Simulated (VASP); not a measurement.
**KCl: single point with PBE**

The system is KCl.

```
K Cl
1.0
     3.68851    0.00000    0.00000
     0.00000    3.68851    0.00000
     0.00000    0.00000    3.63400
K Cl
1 1
Direct
  0.00000 0.00000 0.00000
  0.50000 0.50000 0.50000
```

This cell differs from its parent crystal: x and y stretched by +1.5 %, z held.

```json
{
  "Program": "VASP 6.6.1",
  "Task": "single point",
  "Functional": "PBE",
  "Potentials or basis": "VASP PAW PBE potentials, release 64 (K_sv, Cl)",
  "Cutoff": "520 eV",
  "k mesh": "7 × 7 × 7",
  "Occupations": "fermi-dirac, width 0.01 eV",
  "Spin": "no spin polarisation"
}
```

```
Pressure               : 3.4 GPa
Band gap on the k mesh : 5.39 eV, indirect (least direct gap 5.58 eV)
```

Stress tensor (GPa, compression positive):
```
3.19 0.00 0.00
0.00 3.19 0.00
0.00 0.00 3.94
```

Levels at points of the mesh, in eV from the valence-band top:
```
           k point  band 6  band 7  band 8  band 9  band 10  band 11
(0.00, 0.00, 0.00)   -0.28   -0.28   -0.19    5.39     6.36     6.43
```

It took 26 s on 1 thread of Intel(R) Xeon(R) Platinum 8375C CPU @ 2.90GHz (Ice Lake) (shared host), peak memory 0.17 GiB.

Caveat: the cell differs from its parent crystal (x and y stretched by +1.5 %, z held). A k mesh can miss the band edges.
